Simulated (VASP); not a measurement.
# Ti2Co (Fd-3m) in VASP: a series of runs

The runs below take Ti2Co through single point, with LDA.

All numbers are computed with VASP 6.6.1; they aren't measurements. Logs are shortened: lines on timing, memory, paths and dates and some standing lists are left out, and cuts for length are marked.

**1. The cell of the first run**

It takes space group Fd-3m (No. 227, cubic). The conventional cell has a = 6.869 Å, b = 6.869 Å, c = 6.869 Å, α = 90.00°, β = 90.00°, γ = 90.00°. Within 3.2 Å of Ti (site symmetry -3m) lie 6 Ti at 2.43 Å and 6 Co at 2.85 Å. Co (site symmetry -43m) has 12 Ti at 2.85 Å and 4 Co at 2.97 Å within 3.8 Å.

**2. Single point, LDA, collinear spin, ferromagnetic start**

The input, INCAR:

```
SYSTEM = Ti2Co
PREC = Accurate
ENCUT = 520
EDIFF = 1E-6
ISMEAR = 0
SIGMA = 0.2
LREAL = .FALSE.
LASPH = .TRUE.
NELM = 150
ALGO = Fast
ISIF = 2
LWAVE = .FALSE.
LCHARG = .FALSE.
ISPIN = 2
MAGMOM = 0 0 0 0 0.65 0.65
LORBIT = 11
LMAXMIX = 4
GGA = CA
NBANDS = 46
```

The input, KPOINTS:

```
Automatic mesh
0
G
  10 10 10
  0 0 0
```

The input, POSCAR:

```
Ti2Co
1.0
    0.0000000000      3.4342545832      3.4342545832
    3.4342545832      0.0000000000      3.4342545832
    3.4342545832      3.4342545832      0.0000000000
Ti Co
4 2
Direct
    0.1250000000      0.1250000000      0.1250000000
    0.6250000000      0.1250000000      0.1250000000
    0.1250000000      0.1250000000      0.6250000000
    0.1250000000      0.6250000000      0.1250000000
    0.5000000000      0.5000000000      0.5000000000
    0.7500000000      0.7500000000      0.7500000000
```

Potentials or basis: VASP PAW LDA potentials, release 64 (Ti_sv, Co).

Started as:

```bash
cat potpaw_LDA.64/Ti_sv/POTCAR potpaw_LDA.64/Co/POTCAR > POTCAR
mpirun -np 1 vasp_std > vasp.out
```

OUTCAR:

```text
SYSTEM = Ti2Co
   PREC = Accurate
   ENCUT = 520
   EDIFF = 1E-6
   ISMEAR = 0
   LREAL = .FALSE.
   LASPH = .TRUE.
   NELM = 150
   ISIF = 2
   ISPIN = 2
   LORBIT = 11
   GGA = CA

 ion  position               nearest neighbor table
   1  0.125  0.125  0.125-   2 2.43   3 2.43   4 2.43   3 2.43   4 2.43   2 2.43   6 2.85   5 2.85
                             6 2.85   5 2.85   6 2.85   5 2.85
   2  0.625  0.125  0.125-   1 2.43   3 2.43   4 2.43   1 2.43   3 2.43   4 2.43   5 2.85   6 2.85
                             5 2.85   5 2.85   6 2.85   6 2.85
   3  0.125  0.125  0.625-   1 2.43   1 2.43   2 2.43   4 2.43   4 2.43   2 2.43   6 2.85   5 2.85
                             6 2.85   5 2.85   6 2.85   5 2.85
   4  0.125  0.625  0.125-   1 2.43   3 2.43   1 2.43   2 2.43   3 2.43   2 2.43   5 2.85   6 2.85
                             5 2.85   6 2.85   6 2.85   5 2.85
   5  0.500  0.500  0.500-   1 2.85   3 2.85   4 2.85   1 2.85   2 2.85   3 2.85   1 2.85   2 2.85
                             4 2.85   2 2.85   4 2.85   3 2.85   6 2.97   6 2.97   6 2.97   6 2.97
   6  0.750  0.750  0.750-   2 2.85   4 2.85   1 2.85   2 2.85   4 2.85   1 2.85   2 2.85   3 2.85
                             1 2.85   3 2.85   4 2.85   3 2.85   5 2.97   5 2.97   5 2.97   5 2.97

  LATTYP: Found a face centered cubic cell.
 ALAT       =     6.8685091664

  Lattice vectors:

 A1 = (   0.0000000000,   3.4342545832,   3.4342545832)
 A2 = (   3.4342545832,   0.0000000000,   3.4342545832)
 A3 = (   3.4342545832,   3.4342545832,   0.0000000000)

Analysis of symmetry for initial positions (statically):
=====================================================================
 Subroutine PRICEL returns:
 Original cell was already a primitive cell.

 Routine SETGRP: Setting up the symmetry group for a
 face centered cubic supercell.

 Subroutine GETGRP returns: Found 48 space group operations
 (whereof 24 operations were pure point group operations)
 out of a pool of 48 trial point group operations.

The static configuration has the point symmetry T_d .
 The point group associated with its full space group is O_h .

Analysis of symmetry for dynamics (positions and initial velocities):
=====================================================================
 Subroutine PRICEL returns:
 Original cell was already a primitive cell.

 Routine SETGRP: Setting up the symmetry group for a
 face centered cubic supercell.

 Subroutine GETGRP returns: Found 48 space group operations
 (whereof 24 operations were pure point group operations)
 out of a pool of 48 trial point group operations.

The dynamic configuration has the point symmetry T_d .
 The point group associated with its full space group is O_h .

Analysis of structural, dynamic, and magnetic symmetry:
=====================================================================
 Subroutine PRICEL returns:
 Original cell was already a primitive cell.

 Routine SETGRP: Setting up the symmetry group for a
 face centered cubic supercell.

 Subroutine GETGRP returns: Found 48 space group operations
 (whereof 24 operations were pure point group operations)
 out of a pool of 48 trial point group operations.

The overall configuration has the point symmetry T_d .
 The point group associated with its full space group is O_h .

 Subroutine INISYM returns: Found 48 space group operations
 (whereof 24 operations are pure point group operations),
 and found     1 'primitive' translations

----------------------------------------------------------------------------------------

                                     Primitive cell

  volume of cell :      81.0079

  direct lattice vectors                    reciprocal lattice vectors
     0.000000000  3.434254583  3.434254583    -0.145592002  0.145592002  0.145592002
     3.434254583  0.000000000  3.434254583     0.145592002 -0.145592002  0.145592002
     3.434254583  3.434254583  0.000000000     0.145592002  0.145592002 -0.145592002

  length of vectors
     4.856769408  4.856769408  4.856769408     0.252172745  0.252172745  0.252172745

  position of ions in fractional coordinates (direct lattice)
     0.125000000  0.125000000  0.125000000
     0.625000000  0.125000000  0.125000000
     0.125000000  0.125000000  0.625000000
     0.125000000  0.625000000  0.125000000
     0.500000000  0.500000000  0.500000000
     0.750000000  0.750000000  0.750000000

[... 64 lines left out ...]
   total plane-waves  NPLWV =  46656
   dimension x,y,z NGX =    36 NGY =   36 NGZ =   36
   dimension x,y,z NGXF=    72 NGYF=   72 NGZF=   72
   ions per type =               4   2
   NGX,Y,Z   is equivalent  to a cutoff of  12.32, 12.32, 12.32 a.u.
   NGXF,Y,Z  is equivalent  to a cutoff of  24.65, 24.65, 24.65 a.u.
 SYSTEM =  Ti2Co
   PREC   = accura    normal or accurate (medium, high low for compatibility)
   ISTART =      0    job   : 0-new  1-cont  2-samecut
   ICHARG =      2    charge: 1-file 2-atom 10-const
   ISPIN  =      2    spin polarized calculation?
   LNONCOLLINEAR =      F non collinear calculations
   LSORBIT =      F    spin-orbit coupling
   LASPH  =      T    aspherical Exc in radial PAW
   ENCUT  =  520.0 eV  38.22 Ry    6.18 a.u.   9.03  9.03  9.03*2*pi/ulx,y,z
   NELM   =    150;   NELMIN=  2; NELMDL= -5     # of ELM steps
   EDIFF  = 0.1E-05   stopping-criterion for ELM
   LREAL  =      F    real-space projection
   EDIFFG = 0.1E-04   stopping-criterion for IOM
   NSW    =      0    number of steps for IOM
   IBRION =     -1    ionic relax: 0-MD 1-quasi-New 2-CG
   NFREE  =      0    steps in history (QN), initial steepest desc. (CG)
   ISIF   =      2    stress and relaxation
   ISYM   =      2    0-nonsym 1-usesym 2-fastsym
   POTIM  = 0.5000    time-step for ionic-motion
   TEBEG  =    0.0;   TEEND  =   0.0 temperature during run
   PSTRESS=    0.0 pullay stress
   NELECT =      66.0000    total number of electrons
   NUPDOWN=      -1.0000    fix difference up-down
   EMIN   =  10.00;   EMAX   =-10.00  energy-range for DOS
   EFERMI =   0.00;   METHOD = LEGACY
   ISMEAR =     0;   SIGMA  =   0.20  broadening in eV -4-tet -1-fermi 0-gaus
   EFERMI_NEDOS =   21; number of points for ismear=-14 and -15
   IALGO  =     68    algorithm
   IMIX   =      4    mixing-type and parameters
     AMIX     =   0.40;   BMIX     =  1.00
     AMIX_MAG =   1.60;   BMIX_MAG =  1.00
  volume/ion in A,a.u.               =      13.50        91.11
  Fermi-wavevector in a.u.,A,eV,Ry     =   1.529022  2.889432 31.809162  2.337907
  Thomas-Fermi vector in A             =   2.636700
   LORBIT       =     11    0 simple, 1 ext, 2 COOP (PROOUT), +10 PAW based schemes
   GGA     = CA    functional components
   LHFCALC =     F    Hartree Fock is set to
   AEXX    =    0.0000 exact exchange contribution
   IVDW    =     0    specifies the selected vdW correction
   LEPSILON=     F    determine dielectric tensor
   LRPA    =     F    only Hartree local field effects (RPA)
 spin polarized calculation
 RMM-DIIS sequential band-by-band and
 Gauss-broadening in eV      SIGMA  =   0.20
  energy-cutoff  :      520.00
  volume of cell :       81.01
 maximum number of plane-waves:      2200
   NGX = 19   NGY = 19   NGZ = 19

 number of electron      65.9999976 magnetization       0.6084480

 Free energy of the ion-electron system (eV)
  ---------------------------------------------------
  ext. energy  EPLUGINS =         0.00000000
  ---------------------------------------------------
  free energy    TOTEN  =       -48.23418752 eV

  energy without entropy =      -48.02335954  energy(sigma->0) =      -48.12877353

 E-fermi :   9.1720     XC(G=0): -12.8293

 val. band max:        9.1707228717   @ k =  -0.2000   0.1000   0.0000
 cond. band min:       9.1726504551   @ k =   0.2000   0.2000   0.0000
 fundamental gap:      0.0019275835
 Fermi energy:         9.1719551547

 spin component 1

 k-point     1 :       0.0000    0.0000    0.0000
  band No.  band energies     occupation
      1     -46.4904      1.00000
      2     -45.8879      1.00000
      3     -45.8879      1.00000
      4     -45.8879      1.00000
      5     -24.6893      1.00000
      6     -23.4463      1.00000
[... 1141 lines left out ...]
     44      12.4289      0.00000
     45      13.0738      0.00000

 [... further k-points ...]

 spin component 2

 k-point     1 :       0.0000    0.0000    0.0000
  band No.  band energies     occupation
      1     -46.4805      1.00000
      2     -45.8784      1.00000
      3     -45.8784      1.00000
      4     -45.8784      1.00000
      5     -24.6696      1.00000
      6     -23.4378      1.00000
[... 1141 lines left out ...]
     44      12.4678      0.00000
     45      13.0900      0.00000

 [... further k-points ...]

 [bands above 45 left out]

------------------------ aborting loop because EDIFF is reached ----------------------------------------

  FORCE on cell =-STRESS in cart. coord.  units (eV):
  Direction    XX          YY          ZZ          XY          YZ          ZX
  --------------------------------------------------------------------------------------
  -------------------------------------------------------------------------------------
  Total        0.0068850      0.0068850      0.0068850     -0.0000000     -0.0000000      0.0000000
  in kB        0.1361723      0.1361723      0.1361723     -0.0000000     -0.0000000      0.0000000
  external PRESSURE =       0.1361723 kB  Pullay stress =       0.0000000 kB

 VOLUME and BASIS-vectors are now :
 -----------------------------------------------------------------------------
  energy-cutoff  :      520.00
  volume of cell :       81.01
      direct lattice vectors                 reciprocal lattice vectors
     0.000000000  3.434254583  3.434254583    -0.145592002  0.145592002  0.145592002
     3.434254583  0.000000000  3.434254583     0.145592002 -0.145592002  0.145592002
     3.434254583  3.434254583  0.000000000     0.145592002  0.145592002 -0.145592002

 POSITION                                       TOTAL-FORCE (eV/Angst)
 -----------------------------------------------------------------------------------
      0.85856      0.85856      0.85856         0.000000      0.000000     -0.000000
      0.85856      2.57569      2.57569         0.000000      0.000000     -0.000000
      2.57569      2.57569      0.85856         0.000000      0.000000     -0.000000
      2.57569      0.85856      2.57569         0.000000      0.000000     -0.000000
      3.43425      3.43425      3.43425        -0.000000      0.000000     -0.000000
      5.15138      5.15138      5.15138        -0.000000     -0.000000      0.000000
 -----------------------------------------------------------------------------------
    total drift:                                0.000000      0.000000      0.000000

  FREE ENERGIE OF THE ION-ELECTRON SYSTEM (eV)
  ---------------------------------------------------
  free  energy   TOTEN  =       -48.2341875222 eV

  energy  without entropy=      -48.0233595427  energy(sigma->0) =      -48.12877353

 total charge

# of ion       s       p       d       tot
------------------------------------------
    1        2.294   6.136   2.266  10.696
    2        2.294   6.136   2.266  10.696
    3        2.294   6.136   2.266  10.696
    4        2.294   6.136   2.266  10.696
    5        0.435   0.409   7.216   8.060
    6        0.435   0.409   7.216   8.060
--------------------------------------------------
tot         10.044  25.363  23.497  58.905

 magnetization (x)

# of ion       s       p       d       tot
------------------------------------------
    1       -0.000  -0.002   0.013   0.010
    2       -0.000  -0.002   0.013   0.010
    3       -0.000  -0.002   0.013   0.010
    4       -0.000  -0.002   0.013   0.010
    5        0.002  -0.001   0.297   0.298
    6        0.002  -0.001   0.297   0.298
--------------------------------------------------
tot          0.002  -0.012   0.647   0.637
```

Wall time 17 min (1 thread of AMD EPYC 9R45 (Zen 5), shared host); peak memory 0.33 GiB.

Results:

- Free energy: -48.2342 eV
- Pressure: 0.0 GPa
- Net moment: 0.61 μB per cell
- Site moments: Ti +0.01; Co +0.30 μB
- Valence electrons inside the program's atomic spheres: Ti 10.70; Co 8.06

**3. Single point, LDA, collinear spin, ferromagnetic start**

This run uses another cell than the first one, of 12.70 Å³/atom, 0.941 times its volume.

The input, INCAR:

```
PREC = Accurate
ENCUT = 520
EDIFF = 1E-7
ISMEAR = 0
SIGMA = 0.1
LREAL = False
LASPH = True
NELM = 150
ALGO = Fast
ISIF = 2
LWAVE = False
LCHARG = True
ISPIN = 2
MAGMOM = 0 0 0 0 3 3
LORBIT = 11
LMAXMIX = 4
GGA = CA
LELF = True
LVHAR = True
NBANDS = 46
```

The input, KPOINTS:

```
regular mesh
0
Gamma
  6 6 6
```

POSCAR: that of step 2 with these lines changed.

```diff
@@ -2,5 +2,5 @@
 1.0
-    0.0000000000      3.4342545832      3.4342545832
-    3.4342545832      0.0000000000      3.4342545832
-    3.4342545832      3.4342545832      0.0000000000
+    0.0000000000      3.3650000000      3.3650000000
+    3.3650000000      0.0000000000      3.3650000000
+    3.3650000000      3.3650000000      0.0000000000
 Ti Co
```

Potentials or basis: VASP PAW LDA potentials, release 64 (Ti_sv, Co).

Started as:

```bash
cat potpaw_LDA.64/Ti_sv/POTCAR potpaw_LDA.64/Co/POTCAR > POTCAR
mpirun -np 1 vasp_std > vasp.out
```

Run time: 46 min. Hardware: 1 thread of AMD EPYC 7R13, shared host; peak memory 0.22 GiB.

Results (log left out):

| Property | Result |
| --- | --- |
| Free energy | -48.0108 eV |
| Pressure | 9.7 GPa |
| Net moment | 0.65 μB per cell |
| Site moments | Ti +0.04; Co +0.25 μB |
| Valence electrons inside the program's atomic spheres | Ti 10.80; Co 8.14 |

Levels at points of the mesh, in eV from the Fermi level:
Spin up:
```tsv
k point	band 29	band 30	band 31	band 32	band 33	band 34	band 35	band 36	band 37	band 38
(0.00, 0.00, 0.00)	-1.08	-1.08	-1.08	0.02	0.02	0.02	0.03	0.03	3.99	3.99
(0.50, 0.00, 0.00)	-0.58	-0.51	-0.51	-0.45	-0.06	-0.06	1.08	1.08	1.20	1.71
(0.50, 0.50, 0.00)	-0.46	-0.46	-0.41	-0.41	0.39	0.39	0.68	0.68	1.60	1.60
```
Spin down:
```tsv
k point	band 31	band 32	band 33	band 34	band 35	band 36
(0.00, 0.00, 0.00)	-0.88	0.16	0.16	0.17	0.17	0.17
(0.50, 0.00, 0.00)	-0.43	-0.23	-0.04	-0.04	1.20	1.20
(0.50, 0.50, 0.00)	-0.21	-0.21	0.46	0.46	0.83	0.83
```

**4. Single point, LDA, collinear spin, ferromagnetic start**

The input, INCAR:

```
  PREC = Accurate
  ENCUT = 520
  EDIFF = 1E-6
  ISMEAR = 0
  SIGMA = 0.1
  LREAL = False
  LASPH = True
  NELM = 150
  ALGO = Normal
  ISIF = 2
  LWAVE = False
  LCHARG = False
  ISPIN = 2
  MAGMOM = 0 0 0 0 0.48 0.48
  LORBIT = 11
  LMAXMIX = 4
  GGA = CA
  NBANDS = 46
```

The input, KPOINTS:

```
Automatic mesh
0
Gamma
  6 6 6
```

POSCAR: that of step 3 with these lines changed.

```diff
@@ -2,5 +2,5 @@
 1.0
-    0.0000000000      3.3650000000      3.3650000000
-    3.3650000000      0.0000000000      3.3650000000
-    3.3650000000      3.3650000000      0.0000000000
+    0.0000000000      3.4322312239      3.4322312239
+    3.4322312239      0.0000000000      3.4322312239
+    3.4322312239      3.4322312239      0.0000000000
 Ti Co
```

Started as:

```bash
cat potpaw_LDA.64/Ti_sv/POTCAR potpaw_LDA.64/Co/POTCAR > POTCAR
mpirun -np 1 vasp_std > vasp.out
```

Run time: 7.5 min. Hardware: 1 thread of AMD EPYC 7R13, shared host; peak memory 0.21 GiB.

Results (log left out):

```
Free energy                                           : -48.1539 eV
Pressure                                              : 0.5 GPa
Net moment                                            : 1.21 μB per cell
Site moments                                          : Ti +0.05; Co +0.51 μB
Valence electrons inside the program's atomic spheres : Ti 10.70; Co 8.06
```

Levels at points of the mesh, in eV from the Fermi level:
Spin up:
| k point | band 30 | band 31 | band 32 | band 33 | band 34 | band 35 | band 36 | band 37 | band 38 | band 39 |
| --- | --- | --- | --- | --- | --- | --- | --- | --- | --- | --- |
| (0.00, 0.00, 0.00) | -1.09 | -1.09 | -0.09 | -0.09 | -0.09 | -0.04 | -0.04 | 3.75 | 3.75 | 3.75 |
| (0.50, 0.00, 0.00) | -0.62 | -0.50 | -0.50 | -0.08 | -0.08 | 0.91 | 0.91 | 0.99 | 1.51 | 1.64 |
| (0.50, 0.50, 0.00) | -0.57 | -0.53 | -0.53 | 0.28 | 0.28 | 0.53 | 0.53 | 1.49 | 1.49 | 1.64 |
Spin down:
```
           k point  band 30  band 31  band 32  band 33  band 34  band 35
(0.00, 0.00, 0.00)    -0.78    -0.78     0.20     0.20     0.20     0.20
(0.50, 0.00, 0.00)    -0.36    -0.36    -0.17    -0.03    -0.03     1.05
(0.50, 0.50, 0.00)    -0.54    -0.13    -0.13     0.40     0.40     0.82
```

**5. Overview**

| cell | k mesh | smearing | gap on the mesh (eV) | pressure (GPa) | moment (μB) |
| --- | --- | --- | --- | --- | --- |
| a = 4.857 Å, angles 60.0°, 6 atoms | 10 × 10 × 10 | gaussian 0.2 eV | none | 0.0 | 0.61 |
| a = 4.759 Å, angles 60.0°, 6 atoms | 6 × 6 × 6 | gaussian 0.1 eV | none | 9.7 | 0.65 |
| a = 4.854 Å, angles 60.0°, 6 atoms | 6 × 6 × 6 | gaussian 0.1 eV | none | 0.5 | 1.21 |

Alike in all rows: task single point; level LDA; potentials or basis VASP PAW LDA potentials, release 64 (Ti_sv, Co); spin collinear, ferromagnetic start; cutoff (eV) 520.

Absolute energies hang on the potentials; compare differences alone.
